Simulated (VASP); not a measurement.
# S (Fd-3m) in VASP: a series of runs, part 2 of 2

VASP 6.6.1.

### 4 Relaxation of cell and atoms, PBEsol, target pressure 30 GPa, at which the enthalpy is minimised

Contents of INCAR:

```
PREC = Accurate ; ENCUT = 600
EDIFF = 1E-7 ; ISMEAR = 1
SIGMA = 0.02 ; LREAL = False
LASPH = True ; NELM = 80
ALGO = Normal ; ISIF = 3
LWAVE = False ; LCHARG = False
GGA = PS ; IBRION = 2
NSW = 60 ; EDIFFG = -0.02
PSTRESS = 300.0
```

Contents of KPOINTS:

```
regular mesh
0
Gamma
  5 5 5
```

Contents of POSCAR:

```
S
1.0
    0.0000000000      2.8900000000      2.8900000000
    2.8900000000      0.0000000000      2.8900000000
    2.8900000000      2.8900000000      0.0000000000
S
2
Direct
    0.0000000000      0.0000000000      0.0000000000
    0.2500000000      0.2500000000      0.2500000000
```

Potentials or basis: VASP PAW PBE potentials, release 64 (S).

Run with:

```
$ cat potpaw_PBE.64/S/POTCAR > POTCAR
$ mpirun -np 1 vasp_std > vasp.out
```

OUTCAR:

```text
PREC = Accurate
   ENCUT = 600
   EDIFF = 1E-7
   ISMEAR = 1
   LREAL = False
   LASPH = True
   NELM = 80
   ISIF = 3
   GGA = PS
   IBRION = 2
   NSW = 60
   EDIFFG = -0.02
   PSTRESS = 300.0

 ion  position               nearest neighbor table
   1  0.000  0.000  0.000-   2 2.50   2 2.50   2 2.50   2 2.50
   2  0.250  0.250  0.250-   1 2.50   1 2.50   1 2.50   1 2.50

  LATTYP: Found a face centered cubic cell.
 ALAT       =     5.7800000000

  Lattice vectors:

 A1 = (   0.0000000000,   2.8900000000,   2.8900000000)
 A2 = (   2.8900000000,   0.0000000000,   2.8900000000)
 A3 = (   2.8900000000,   2.8900000000,   0.0000000000)

Analysis of symmetry for initial positions (statically):
=====================================================================
 Subroutine PRICEL returns:
 Original cell was already a primitive cell.

 Routine SETGRP: Setting up the symmetry group for a
 face centered cubic supercell.

 Subroutine GETGRP returns: Found 48 space group operations
 (whereof 24 operations were pure point group operations)
 out of a pool of 48 trial point group operations.

The static configuration has the point symmetry T_d .
 The point group associated with its full space group is O_h .

Analysis of symmetry for dynamics (positions and initial velocities):
=====================================================================
 Subroutine PRICEL returns:
 Original cell was already a primitive cell.

 Routine SETGRP: Setting up the symmetry group for a
 face centered cubic supercell.

 Subroutine GETGRP returns: Found 48 space group operations
 (whereof 24 operations were pure point group operations)
 out of a pool of 48 trial point group operations.

The dynamic configuration has the point symmetry T_d .
 The point group associated with its full space group is O_h .

 Subroutine INISYM returns: Found 48 space group operations
 (whereof 24 operations are pure point group operations),
 and found     1 'primitive' translations

----------------------------------------------------------------------------------------

                                     Primitive cell

  volume of cell :      48.2751

  direct lattice vectors                    reciprocal lattice vectors
     0.000000000  2.890000000  2.890000000    -0.173010381  0.173010381  0.173010381
     2.890000000  0.000000000  2.890000000     0.173010381 -0.173010381  0.173010381
     2.890000000  2.890000000  0.000000000     0.173010381  0.173010381 -0.173010381

  length of vectors
     4.087077195  4.087077195  4.087077195     0.299662769  0.299662769  0.299662769

  position of ions in fractional coordinates (direct lattice)
     0.000000000  0.000000000  0.000000000
     0.250000000  0.250000000  0.250000000

  ion indices of the primitive-cell ions
   primitive index   ion index
                 1           1
                 2           2

----------------------------------------------------------------------------------------

 KPOINTS: regular mesh

Automatic generation of k-mesh.
 Grid dimensions read from file:
 generate k-points for:    5    5    5

 Generating k-lattice:

  Cartesian coordinates                     Fractional coordinates (reciprocal lattice)
    -0.034602076  0.034602076  0.034602076     0.200000000  0.000000000  0.000000000
     0.034602076 -0.034602076  0.034602076     0.000000000  0.200000000  0.000000000
     0.034602076  0.034602076 -0.034602076     0.000000000  0.000000000  0.200000000

  Length of vectors
     0.059932554  0.059932554  0.059932554

  Shift w.r.t. Gamma in fractional coordinates (k-lattice)
     0.000000000  0.000000000  0.000000000

 Subroutine IBZKPT returns following result:
 ===========================================

 Found     10 irreducible k-points:

 Following reciprocal coordinates:
            Coordinates               Weight
  0.000000  0.000000  0.000000      1.000000
  0.200000  0.000000  0.000000      8.000000
  0.400000  0.000000  0.000000      8.000000
  0.200000  0.200000  0.000000      6.000000
  0.400000  0.200000  0.000000     24.000000
 -0.400000  0.200000  0.000000     24.000000
 -0.200000  0.200000  0.000000     12.000000
  0.400000  0.400000  0.000000      6.000000
 -0.400000  0.400000  0.000000     12.000000
 -0.400000  0.400000  0.200000     24.000000
   k-points           NKPTS =     10   k-points in BZ     NKDIM =     10   number of bands    NBANDS=     10
   number of dos      NEDOS =    301   number of ions     NIONS =      2
   total plane-waves  NPLWV =  46656
   dimension x,y,z NGX =    36 NGY =   36 NGZ =   36
   dimension x,y,z NGXF=    72 NGYF=   72 NGZF=   72
   ions per type =               2
   NGX,Y,Z   is equivalent  to a cutoff of  14.64, 14.64, 14.64 a.u.
   NGXF,Y,Z  is equivalent  to a cutoff of  29.29, 29.29, 29.29 a.u.
 SYSTEM =  unknown system
   PREC   = accura    normal or accurate (medium, high low for compatibility)
   ISTART =      0    job   : 0-new  1-cont  2-samecut
   ICHARG =      2    charge: 1-file 2-atom 10-const
   ISPIN  =      1    spin polarized calculation?
   LNONCOLLINEAR =      F non collinear calculations
   LSORBIT =      F    spin-orbit coupling
   LASPH  =      T    aspherical Exc in radial PAW
   ENCUT  =  600.0 eV  44.10 Ry    6.64 a.u.   8.16  8.16  8.16*2*pi/ulx,y,z
   NELM   =     80;   NELMIN=  2; NELMDL= -5     # of ELM steps
   EDIFF  = 0.1E-06   stopping-criterion for ELM
   LREAL  =      F    real-space projection
   EDIFFG = -.2E-01   stopping-criterion for IOM
   NSW    =     60    number of steps for IOM
   IBRION =      2    ionic relax: 0-MD 1-quasi-New 2-CG
   NFREE  =      1    steps in history (QN), initial steepest desc. (CG)
   ISIF   =      3    stress and relaxation
   ISYM   =      2    0-nonsym 1-usesym 2-fastsym
   POTIM  = 0.5000    time-step for ionic-motion
   TEBEG  =    0.0;   TEEND  =   0.0 temperature during run
   PSTRESS=  300.0 pullay stress
   NELECT =      12.0000    total number of electrons
   NUPDOWN=      -1.0000    fix difference up-down
   EMIN   =  10.00;   EMAX   =-10.00  energy-range for DOS
   EFERMI =   0.00;   METHOD = LEGACY
   ISMEAR =     1;   SIGMA  =   0.02  broadening in eV -4-tet -1-fermi 0-gaus
   EFERMI_NEDOS =   21; number of points for ismear=-14 and -15
   IALGO  =     38    algorithm
   IMIX   =      4    mixing-type and parameters
     AMIX     =   0.40;   BMIX     =  1.00
     AMIX_MAG =   1.60;   BMIX_MAG =  1.00
  volume/ion in A,a.u.               =      24.14       162.89
  Fermi-wavevector in a.u.,A,eV,Ry     =   1.029344  1.945179 14.416054  1.059550
  Thomas-Fermi vector in A             =   2.163387
   LORBIT       =      0    0 simple, 1 ext, 2 COOP (PROOUT), +10 PAW based schemes
   GGA     = PS    functional components
   LHFCALC =     F    Hartree Fock is set to
   AEXX    =    0.0000 exact exchange contribution
   IVDW    =     0    specifies the selected vdW correction
   LEPSILON=     F    determine dielectric tensor
   LRPA    =     F    only Hartree local field effects (RPA)
 conjugate gradient relaxation of ions
 non-spin polarized calculation
 Methfessel and Paxton  Order N= 1 SIGMA  =   0.02
  energy-cutoff  :      600.00
  volume of cell :       48.28
 maximum number of plane-waves:      1639
 NGX is ok and might be reduce to    36
   NGX = 17   NGY = 17   NGZ = 17

--------------------------------------- Ionic step        1  -------------------------------------------

 number of electron      12.0000000 magnetization

 Free energy of the ion-electron system (eV)
  ---------------------------------------------------
  ext. energy  EPLUGINS =         0.00000000
  ---------------------------------------------------
  free energy    TOTEN  =        -6.89491491 eV

  energy without entropy =       -6.89469476  energy(sigma->0) =       -6.89484153

 E-fermi :   3.5150     XC(G=0):  -8.9371

 val. band max:        3.3869453192   @ k =  -0.2000   0.2000   0.0000
 cond. band min:       3.5267858752   @ k =  -0.4000   0.2000   0.0000
 fundamental gap:      0.1398405559
 Fermi energy:         3.5149511231

 k-point     1 :       0.0000    0.0000    0.0000
  band No.  band energies     occupation
      1     -12.3367      2.00000
      2      -5.6078      2.00000
      3      -0.4278      2.00000
      4      -0.4278      2.00000
      5      -0.4278      2.00000
      6       2.4867      2.00000
      7       2.4867      2.00000
      8       2.4867      2.00000
      9       8.7615      0.00000
     10      11.2310      0.00000
[... 152 lines left out ...]
--------------------------------------- Ionic step        2  -------------------------------------------

 number of electron      12.0000000 magnetization

 E-fermi :  14.4551     XC(G=0): -12.7942

 val. band max:       14.4488763513   @ k =   0.4000   0.2000   0.0000
 cond. band min:      14.6543260311   @ k =  -0.4000   0.4000   0.2000
 fundamental gap:      0.2054496798
 Fermi energy:        14.4551072108

 k-point     1 :       0.0000    0.0000    0.0000
  band No.  band energies     occupation
      1      -9.5990      2.00000
      2       7.1617      2.00000
      3       7.1617      2.00000
      4       7.1617      2.00000
      5      11.8928      2.00000
      6      11.8928      2.00000
      7      11.8928      2.00000
      8      12.4122      2.00000
      9      20.3034      0.00000
     10      21.5164      0.00000
[... 304 lines left out ...]
--------------------------------------- Ionic step        7  -------------------------------------------

 number of electron      12.0000001 magnetization

 Free energy of the ion-electron system (eV)
  ---------------------------------------------------
  ext. energy  EPLUGINS =         0.00000000
  ---------------------------------------------------
  free energy    TOTEN  =        -5.92593371 eV

  energy without entropy =       -5.92519798  energy(sigma->0) =       -5.92568847

 E-fermi :   7.8562     XC(G=0): -10.6703

 val. band max:        7.7862875718   @ k =   0.4000   0.0000   0.0000
 cond. band min:       7.8599397079   @ k =  -0.2000   0.2000   0.0000
 fundamental gap:      0.0736521361
 Fermi energy:         7.8562198557

 k-point     1 :       0.0000    0.0000    0.0000
  band No.  band energies     occupation
      1     -11.2011      2.00000
      2       1.1473      2.00000
      3       2.5102      2.00000
      4       2.5102      2.00000
      5       2.5102      2.00000
      6       6.3146      2.00000
      7       6.3146      2.00000
      8       6.3146      2.00000
      9      13.7075      0.00000
     10      14.8674      0.00000
[... 148 lines left out ...]
  energy  without entropy=       -5.9251979799  energy(sigma->0) =       -5.92568847

  enthalpy is  TOTEN    =         0.2485555065 eV   P V=        6.1744892195

 reached required accuracy - stopping structural energy minimisation
```

OSZICAR:

```text
N       E                     dE             d eps       ncg     rms          rms(c)
DAV:   1     0.494753517079E+02    0.49475E+02   -0.57569E+03   200   0.111E+03
DAV:   2    -0.439522463860E+01   -0.53871E+02   -0.52770E+02   328   0.163E+02
DAV:   3    -0.687235729399E+01   -0.24771E+01   -0.24356E+01   256   0.387E+01
[... 65 lines left out ...]
DAV:   2    -0.592598492456E+01    0.19350E-03   -0.25584E-04   200   0.118E-01    0.812E-02
DAV:   3    -0.592593171293E+01    0.53212E-04   -0.14482E-04   228   0.789E-02    0.684E-02
DAV:   4    -0.592593539921E+01   -0.36863E-05   -0.34277E-06   210   0.164E-02    0.349E-02
DAV:   5    -0.592593371166E+01    0.16875E-05   -0.10976E-06   208   0.692E-03    0.191E-03
DAV:   6    -0.592593371294E+01   -0.12776E-08   -0.23825E-08   118   0.136E-03
   7 F= 0.24855551E+00 E0= 0.24880075E+00  d E =-.174608E-03
```

CONTCAR:

```text
S
   1.00000000000000
     0.0000000000000000    2.5451894999142755    2.5451894999142755
     2.5451894999142755   -0.0000000000000000    2.5451894999142755
     2.5451894999142755    2.5451894999142755    0.0000000000000000
  S
     2
Direct
     0.0000000000000000    0.0000000000000000    0.0000000000000000
     0.2500000000000000    0.2500000000000000    0.2500000000000000

  0.00000000E+00  0.00000000E+00  0.00000000E+00
  0.00000000E+00  0.00000000E+00  0.00000000E+00
```

It took 54 s on 1 thread of Intel Xeon 6975P-C, shared host; peak memory 0.2 GiB.

What came out:

```
Free energy                                            : -5.9259 eV
Relaxed volume                                         : 16.49 Å³/atom
Relaxed cell                                           : a = 3.599 Å, b = 3.599 Å, c = 3.599 Å, α = 60.00°, β = 60.00°, γ = 60.00°
Space group after relaxing (to 0.05 Å)                 : Fd-3m (No. 227)
Energy change on relaxing (the enthalpy is what falls) : +484.5 meV/atom
Ionic steps                                            : 7
Pressure after relaxing                                : 30.0 GPa
Band gap on the k mesh                                 : zero (band 6 reaches 8.18 eV, above the bottom of band 7 at 6.31 eV)
```

The path:
| step | energy change (eV) | largest force (eV/Å) | pressure (GPa) | volume (Å³) |
| --- | --- | --- | --- | --- |
| 1 | 0.0000 | 0.0000 | -2.43 | 48.28 |
| 2 | 5.7358 | 0.0000 | 108.81 | 21.55 |
| 3 | 0.6497 | 0.0000 | 23.57 | 34.90 |
| 4 | 0.9422 | 0.0000 | 29.47 | 33.12 |
| 5 | 0.9918 | 0.0000 | 30.47 | 32.85 |
| 6 | 0.9530 | 0.0000 | 29.67 | 33.06 |
| 7 | 0.9690 | 0.0000 | 30.00 | 32.98 |

Final structure:
```
S
1.0
     0.00000    2.54519    2.54519
     2.54519    0.00000    2.54519
     2.54519    2.54519    0.00000
S
2
Cartesian
  0.0000 0.0000 0.0000
  1.2726 1.2726 1.2726
```

Levels at points of the mesh, in eV from the Fermi level:
```
           k point  band 3  band 4  band 5  band 6  band 7  band 8  band 9  band 10
(0.00, 0.00, 0.00)   -5.35   -5.35   -5.35   -1.54   -1.54   -1.54    5.85     7.01
```

Caveat: the k points lie up to 0.43 Å⁻¹ apart in the final cell; the cell is relaxed towards a set pressure, so the enthalpy falls and the energy may rise; the volume moved by over 15 % at a fixed basis, so the end points are rough; the PAW data sets were made with another functional, which shifts forces and pressure a little.

### 5 The runs side by side

| cell | gap on the mesh (eV) | pressure (GPa) |
| --- | --- | --- |
| relaxed to 10 GPa | none | 10.0 |
| relaxed to 20 GPa | none | 20.0 |
| relaxed to 30 GPa | none | 30.0 |

Alike in all rows: task relaxation of cell and atoms; level PBEsol; potentials or basis VASP PAW PBE potentials, release 64 (S); no spin polarisation; k mesh 5 × 5 × 5; cutoff (eV) 600; smearing methfessel-paxton 0.02 eV.

Caveats: all runs use coarse meshes; the cell is relaxed towards a set pressure, so the enthalpy falls and the energy may rise; the volume moved by over 15 % at a fixed basis, so the end points are rough; the PAW data sets were made with another functional, which shifts forces and pressure a little.

Total energies depend on the potentials used, so only differences within one code and one set of settings carry meaning.
